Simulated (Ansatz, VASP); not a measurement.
**Two plane-wave programs on Ir2Ru**

Contents of INCAR:

```
SYSTEM = Ir2Ru
  PREC = Accurate
  ENCUT = 600
  EDIFF = 1E-6
  ISMEAR = 0
  SIGMA = 0.1
  LREAL = .False.
  LASPH = .True.
  NELM = 60
  ALGO = Normal
  ISIF = 3
  LWAVE = .False.
  LCHARG = .False.
  GGA = PE
  IBRION = 2
  NSW = 90
  EDIFFG = -0.04
```

File KPOINTS:

```
regular mesh
0
Gamma
  6 6 2
  0 0 0
```

File POSCAR:

```
Ir2Ru
1.0
    2.6847687800      0.0000000000      0.0000000000
   -1.3423843900      2.3250779600      0.0000000000
    0.0000000000      0.0000000000     13.3933219900
Ru Ir
2 4
Direct
    0.6666666700      0.3333333300      0.9166666700
    0.3333333300      0.6666666700      0.0833333300
    0.6666666700      0.3333333300      0.2500000000
    0.6666666700      0.3333333300      0.5833333300
    0.3333333300      0.6666666700      0.7500000000
    0.3333333300      0.6666666700      0.4166666700
```

Input for Ansatz:

```yaml
crystal:
  lattice:
    - [2.68476878, 0.0, 0.0]
    - [-1.34238439, 2.32507796, 0.0]
    - [0.0, 0.0, 13.39332199]
  atoms:
    - { symbol: Ru, position: [0.66666667, 0.33333333, 0.91666667] }
    - { symbol: Ru, position: [0.33333333, 0.66666667, 0.08333333] }
    - { symbol: Ir, position: [0.66666667, 0.33333333, 0.25] }
    - { symbol: Ir, position: [0.66666667, 0.33333333, 0.58333333] }
    - { symbol: Ir, position: [0.33333333, 0.66666667, 0.75] }
    - { symbol: Ir, position: [0.33333333, 0.66666667, 0.41666667] }
basis:
  ecutwfc: 420
kpoints:
  mp_grid: { grid: [6, 6, 2] }
hamiltonian:
  xc: pbe
scf:
  occupations: { method: gaussian, width: 0.1 }
  lower_state_search: "off"
output:
  forces: true
  stress: true
  eigenvalues: true
relax:
  adjacent_minimum: "off"
  f_tol: 0.04
  max_steps: 70
  cell: { stress_tol: 0.4 }
```

Alike in both runs: task relaxation of cell and atoms; functional PBE; k mesh 6 × 6 × 2; occupations gaussian, width 0.1 eV; no spin polarisation.

|  | VASP | Ansatz |
| --- | --- | --- |
| version | VASP 6.6.1 | Ansatz 0.2.0 |
| potentials or method | VASP PAW PBE potentials, release 64 (Ru_pv, Ir), cutoff 600 eV | scalar-relativistic, plane waves, PAW |
| valence electrons in the cell | 64 | 100 |

|  | VASP | Ansatz | Ansatz less VASP |
| --- | --- | --- | --- |
| gap on the k mesh at the Fermi level, each at its own relaxed structure (eV) | none | none | - |
| relaxed volume (Å³/atom) | 14.34 | 14.32 | -0.014 |
| relaxed cell length with the largest relative difference (Å) | 13.013 | 13.007 | -0.0062 |

A gap of «none» marks a metal or a gap that the smearing closes. VASP's potentials hold 64 valence electrons a cell and Ansatz's 100, so a difference there can come from the potentials and not from the codes.

The k mesh is coarse, so the values compare programs but aren't converged. Spin-orbit coupling is off throughout. Noted on VASP's run: too few bands were computed for a metal, which touches its energy and stress.
